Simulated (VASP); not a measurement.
# C (P6_3/mmc) in VASP: a series of runs

The runs below take C through single point, relaxation of the atoms, with PBEsol.

Program: VASP 6.6.1. These are calculated values, not measurements. Logs are shortened: lines on timing, memory, paths and dates and some standing lists are left out, and cuts for length are marked.

### 1 The cell of the first run

The structure is hexagonal, space group P6_3/mmc (No. 194). The conventional cell has a = 2.498 Å, b = 2.498 Å, c = 4.223 Å, α = 90.00°, β = 90.00°, γ = 120.00°. Within 2.0 Å of C (site symmetry 3m) lie 4 C at 1.54 to 1.58 Å.

### 2 Single point, PBEsol (strained cell)

INCAR

```
SYSTEM = C
PREC = Accurate
ENCUT = 520
EDIFF = 1E-7
ISMEAR = 0
SIGMA = 0.02
LREAL = .FALSE.
LASPH = .TRUE.
NELM = 100
ALGO = Normal
ISIF = 2
LWAVE = .FALSE.
LCHARG = .FALSE.
GGA = PS
NBANDS = 16
```

KPOINTS

```
regular mesh
0
G
  9 9 6
  0 0 0
```

POSCAR

```
C
1.0
    2.4982678404      0.0000000000      0.0000000000
   -1.2491339202      2.1635634153      0.0000000000
    0.0000000000      0.0000000000      4.2229976408
C
4
Direct
    0.3333333333      0.6666666667     -0.0002601248
    0.6666666667      0.3333333333      0.4997398752
    0.3333333333      0.6666666667      0.3742601248
    0.6666666667      0.3333333333      0.8742601248
```

Potentials or basis: VASP PAW PBE potentials, release 64 (C).

Launch:

```bash
> cat potpaw_PBE.64/C/POTCAR > POTCAR
> mpirun -np 1 vasp_std > vasp.out
```

OUTCAR:

```text
SYSTEM = C
   PREC = Accurate
   ENCUT = 520
   EDIFF = 1E-7
   ISMEAR = 0
   LREAL = .FALSE.
   LASPH = .TRUE.
   NELM = 100
   ISIF = 2
   GGA = PS

 ion  position               nearest neighbor table
   1  0.333  0.667  1.000-   4 1.54   4 1.54   4 1.54   3 1.58
   2  0.667  0.333  0.500-   3 1.54   3 1.54   3 1.54   4 1.58
   3  0.333  0.667  0.374-   2 1.54   2 1.54   2 1.54   1 1.58
   4  0.667  0.333  0.874-   1 1.54   1 1.54   1 1.54   2 1.58

  LATTYP: Found a hexagonal cell.
 ALAT       =     2.4982678404
 C/A-ratio  =     1.6903702527

  Lattice vectors:

 A1 = (   2.4982678404,   0.0000000000,   0.0000000000)
 A2 = (  -1.2491339202,   2.1635634153,   0.0000000000)
 A3 = (   0.0000000000,   0.0000000000,   4.2229976408)

Analysis of symmetry for initial positions (statically):
=====================================================================
 Subroutine PRICEL returns:
 Original cell was already a primitive cell.

 Routine SETGRP: Setting up the symmetry group for a
 hexagonal supercell.

 Subroutine GETGRP returns: Found 24 space group operations
 (whereof  6 operations were pure point group operations)
 out of a pool of 24 trial point group operations.

The static configuration has the point symmetry C_3v.
 The point group associated with its full space group is D_6h.

Analysis of symmetry for dynamics (positions and initial velocities):
=====================================================================
 Subroutine PRICEL returns:
 Original cell was already a primitive cell.

 Routine SETGRP: Setting up the symmetry group for a
 hexagonal supercell.

 Subroutine GETGRP returns: Found 24 space group operations
 (whereof  6 operations were pure point group operations)
 out of a pool of 24 trial point group operations.

The dynamic configuration has the point symmetry C_3v.
 The point group associated with its full space group is D_6h.

 Subroutine INISYM returns: Found 24 space group operations
 (whereof  6 operations are pure point group operations),
 and found     1 'primitive' translations

----------------------------------------------------------------------------------------

                                     Primitive cell

  volume of cell :      22.8260

  direct lattice vectors                    reciprocal lattice vectors
[... 91 lines left out ...]
   EDIFF  = 0.1E-06   stopping-criterion for ELM
   LREAL  =      F    real-space projection
   EDIFFG = 0.1E-05   stopping-criterion for IOM
   NSW    =      0    number of steps for IOM
   IBRION =     -1    ionic relax: 0-MD 1-quasi-New 2-CG
   NFREE  =      0    steps in history (QN), initial steepest desc. (CG)
   ISIF   =      2    stress and relaxation
   ISYM   =      2    0-nonsym 1-usesym 2-fastsym
   POTIM  = 0.5000    time-step for ionic-motion
   TEBEG  =    0.0;   TEEND  =   0.0 temperature during run
   PSTRESS=    0.0 pullay stress
   NELECT =      16.0000    total number of electrons
   NUPDOWN=      -1.0000    fix difference up-down
   EMIN   =  10.00;   EMAX   =-10.00  energy-range for DOS
   EFERMI =   0.00;   METHOD = LEGACY
   ISMEAR =     0;   SIGMA  =   0.02  broadening in eV -4-tet -1-fermi 0-gaus
   EFERMI_NEDOS =   21; number of points for ismear=-14 and -15
   IALGO  =     38    algorithm
   IMIX   =      4    mixing-type and parameters
     AMIX     =   0.40;   BMIX     =  1.00
     AMIX_MAG =   1.60;   BMIX_MAG =  1.00
  volume/ion in A,a.u.               =       5.71        38.51
  Fermi-wavevector in a.u.,A,eV,Ry     =   1.454248  2.748129 28.774089  2.114836
  Thomas-Fermi vector in A             =   2.571420
   LORBIT       =      0    0 simple, 1 ext, 2 COOP (PROOUT), +10 PAW based schemes
   GGA     = PS    functional components
   LHFCALC =     F    Hartree Fock is set to
   AEXX    =    0.0000 exact exchange contribution
   IVDW    =     0    specifies the selected vdW correction
   LEPSILON=     F    determine dielectric tensor
   LRPA    =     F    only Hartree local field effects (RPA)
 non-spin polarized calculation
 Gauss-broadening in eV      SIGMA  =   0.02
  energy-cutoff  :      520.00
  volume of cell :       22.83
 maximum number of plane-waves:       632
 NGX is ok and might be reduce to    20
   NGX =  9   NGY =  9   NGZ = 15

 number of electron      16.0000000 magnetization

 Free energy of the ion-electron system (eV)
  ---------------------------------------------------
  ext. energy  EPLUGINS =         0.00000000
  ---------------------------------------------------
  free energy    TOTEN  =       -38.38605793 eV

  energy without entropy =      -38.38605793  energy(sigma->0) =      -38.38605793

 E-fermi :   9.9993     XC(G=0): -13.3981

 val. band max:        9.8971983624   @ k =   0.0000   0.0000   0.0000
 cond. band min:      12.9850398430   @ k =   0.3333   0.3333   0.0000
 fundamental gap:      3.0878414806
 Fermi energy:         9.9992570051

 k-point     1 :       0.0000    0.0000    0.0000
  band No.  band energies     occupation
      1     -11.8432      2.00000
      2      -6.4691      2.00000
      3      -3.7870      2.00000
      4       6.9797      2.00000
      5       6.9797      2.00000
      6       9.4131      2.00000
[... 433 lines left out ...]
      3      -1.0562      2.00000
      4      -0.6501      2.00000
      5      -0.6501      2.00000
      6       2.2903      2.00000
[... 8 lines left out ...]
     15      25.4625      0.00000
     16      25.4625      0.00000

 [... further k-points ...]

------------------------ aborting loop because EDIFF is reached ----------------------------------------

  FORCE on cell =-STRESS in cart. coord.  units (eV):
  Direction    XX          YY          ZZ          XY          YZ          ZX
  --------------------------------------------------------------------------------------
  -------------------------------------------------------------------------------------
  Total        0.1631844      0.1631844     -2.5616167      0.0000000      0.0000000     -0.0000000
  in kB       11.4540667     11.4540667   -179.8023063      0.0000000      0.0000000     -0.0000000
  external PRESSURE =     -52.2980577 kB  Pullay stress =       0.0000000 kB

 VOLUME and BASIS-vectors are now :
 -----------------------------------------------------------------------------
  energy-cutoff  :      520.00
  volume of cell :       22.83
      direct lattice vectors                 reciprocal lattice vectors
     2.498267840  0.000000000  0.000000000     0.400277338  0.231100229  0.000000000
    -1.249133920  2.163563415  0.000000000     0.000000000  0.462200457  0.000000000
     0.000000000  0.000000000  4.222997641     0.000000000  0.000000000  0.236798617

 POSITION                                       TOTAL-FORCE (eV/Angst)
 -----------------------------------------------------------------------------------
     -0.00000      1.44238      4.22190         0.000000     -0.000000      0.012865
      1.24913      0.72119      2.11040        -0.000000      0.000000      0.012865
     -0.00000      1.44238      1.58050         0.000000     -0.000000     -0.012865
      1.24913      0.72119      3.69200        -0.000000      0.000000     -0.012865
 -----------------------------------------------------------------------------------
    total drift:                               -0.000000      0.000000      0.000007

  FREE ENERGIE OF THE ION-ELECTRON SYSTEM (eV)
  ---------------------------------------------------
  free  energy   TOTEN  =       -38.3860579316 eV

  energy  without entropy=      -38.3860579316  energy(sigma->0) =      -38.38605793
```

OSZICAR:

```text
N       E                     dE             d eps       ncg     rms          rms(c)
DAV:   1     0.145695110270E+02    0.14570E+02   -0.81851E+03  1536   0.967E+02
DAV:   2    -0.381347059883E+02   -0.52704E+02   -0.48746E+02  2160   0.180E+02
DAV:   3    -0.396952425907E+02   -0.15605E+01   -0.15557E+01  1944   0.264E+01
DAV:   4    -0.397006391265E+02   -0.53965E-02   -0.53959E-02  1888   0.194E+00
DAV:   5    -0.397006654623E+02   -0.26336E-04   -0.26335E-04  1936   0.118E-01    0.784E+00
DAV:   6    -0.387258371122E+02    0.97483E+00   -0.58635E-01  1728   0.477E+00    0.462E+00
DAV:   7    -0.383855671711E+02    0.34027E+00   -0.67764E-01  1952   0.528E+00    0.937E-01
DAV:   8    -0.383860000096E+02   -0.43284E-03   -0.13611E-02  1592   0.781E-01    0.413E-02
DAV:   9    -0.383860396680E+02   -0.39658E-04   -0.69046E-05  2080   0.692E-02    0.278E-02
DAV:  10    -0.383860583933E+02   -0.18725E-04   -0.10063E-05  1648   0.257E-02    0.863E-03
DAV:  11    -0.383860578512E+02    0.54215E-06   -0.42245E-07  2112   0.521E-03    0.116E-03
DAV:  12    -0.383860579316E+02   -0.80432E-07   -0.17141E-08  1048   0.115E-03
   1 F= -.38386058E+02 E0= -.38386058E+02  d E =-.227920E-15
```

stdout:

```text
POSCAR found type information on POSCAR C
 POSCAR found :  1 types and       4 ions
 scaLAPACK will be used
 -----------------------------------------------------------------------------
|                                                                             |
|                                                                             |
|     You enforced a specific xc type in the INCAR file but a different       |
|     I HOPE YOU KNOW WHAT YOU ARE DOING!                                     |
|                                                                             |
 -----------------------------------------------------------------------------

 LDA part: xc-table for (Slater+PW92), standard interpolation
 POSCAR, INCAR and KPOINTS ok, starting setup
 FFT: planning ... GRIDC
 FFT: planning ... GRID_SOFT
 FFT: planning ... GRID
 WAVECAR not read
 entering main loop
```

Run time: 18 s. Hardware: 1 thread of Intel Xeon 8259CL, shared host; peak memory 0.13 GiB.

Results:

```yaml
Free_energy: -38.3861 eV
Pressure: -5.2 GPa
Largest_force: 0.013 eV/Å
Band_gap_on_the_k_mesh: 3.09 eV (least direct gap 4.85 eV)
```

Forces on the atoms (eV/Å):
```
C    0.000  0.000  0.013
C    0.000  0.000  0.013
C    0.000  0.000 -0.013
C    0.000  0.000 -0.013
```

Stress tensor (GPa, compression positive):
```
  1.15   0.00   0.00
  0.00   1.15   0.00
  0.00   0.00 -17.98
```

Caveat: the cell differs from its parent crystal (strained cell); the cell stands under tension; the PAW data sets were made with another functional, which shifts forces and pressure a little; an odd mesh through Γ misses points on the zone boundary, where band edges can lie.

### 3 Single point, PBEsol

INCAR

```
SYSTEM = C
ALGO = Normal ; EDIFF = 1E-6
ENCUT = 520 ; GGA = PS
ISIF = 2 ; ISMEAR = 0
LASPH = .True. ; LCHARG = .True.
LELF = .True. ; LREAL = .False.
LVHAR = .True. ; LWAVE = .False.
NBANDS = 16 ; NELM = 60
PREC = Accurate ; SIGMA = 0.01
```

KPOINTS

```
k-points
0
Gamma
  9 9 6
  0 0 0
```

POSCAR is that of step 2.

Potentials or basis: VASP PAW PBE potentials, release 64 (C).

Launch:

```bash
> cat potpaw_PBE.64/C/POTCAR > POTCAR
> mpirun -np 1 vasp_std > vasp.out
```

It took 17 s on 1 thread of Intel Xeon 8259CL, shared host; peak memory 0.13 GiB.

It converged, with:

| Item | Value |
| --- | --- |
| Free energy | -38.3861 eV |
| Pressure | -5.2 GPa |
| Largest force | 0.013 eV/Å |
| Band gap on the k mesh | 3.09 eV (least direct gap 4.85 eV) |

Forces in eV/Å, atoms in the order of the input:
```
C    0.000  0.000  0.013
C    0.000  0.000  0.013
C    0.000  0.000 -0.013
C    0.000  0.000 -0.013
```

Stress tensor (GPa, compression positive):
```
  1.15   0.00   0.00
  0.00   1.15   0.00
  0.00   0.00 -17.99
```

Levels at points of the mesh, in eV from the valence-band top:
```
           k point  band 6  band 7  band 8  band 9  band 10  band 11
(0.00, 0.00, 0.00)   -0.48    0.00    0.00    4.85     5.09     5.09
(0.00, 0.00, 0.50)   -1.74   -1.74   -1.74    7.28     7.28     7.28
```

Caveat: the cell stands under tension; the PAW data sets were made with another functional, which shifts forces and pressure a little; an odd mesh through Γ misses points on the zone boundary, where band edges can lie.

[end of part 1 of 2]
